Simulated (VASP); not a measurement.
Here is a VASP 6.6.1 calculation.

File INCAR:

```
  PREC = Accurate
  ENCUT = 600
  EDIFF = 1E-6
  ISMEAR = 0
  SIGMA = 0.1
  LREAL = False
  LASPH = True
  NELM = 60
  ALGO = Normal
  ISIF = 3
  LWAVE = False
  LCHARG = False
  GGA = PE
  IBRION = 2
  NSW = 100
  EDIFFG = -0.005
```

File KPOINTS:

```
Automatic mesh
0
Gamma
  12 12 12
```

Contents of POSCAR:

```
K
1.0
   -2.6125000000      2.6125000000      2.6125000000
    2.6125000000     -2.6125000000      2.6125000000
    2.6125000000      2.6125000000     -2.6125000000
K
1
Direct
    0.0000000000      0.0000000000      0.0000000000
```

Potentials or basis: VASP PAW PBE potentials, release 64 (K_sv).

Command:

```console
$ cat potpaw_PBE.64/K_sv/POTCAR > POTCAR
$ mpirun -np 1 vasp_std > vasp.out
```

(1) Estimate the relaxed volume.

(2) What does it give for the space group after relaxing (to 0.05 Å)?

(3) Predict the relaxed cell.

Answers

(1) 73.48 Å³/atom.

(2) Im-3m (No. 229).

(3) a = 4.570 Å, b = 4.570 Å, c = 4.570 Å, α = 109.47°, β = 109.47°, γ = 109.47°.
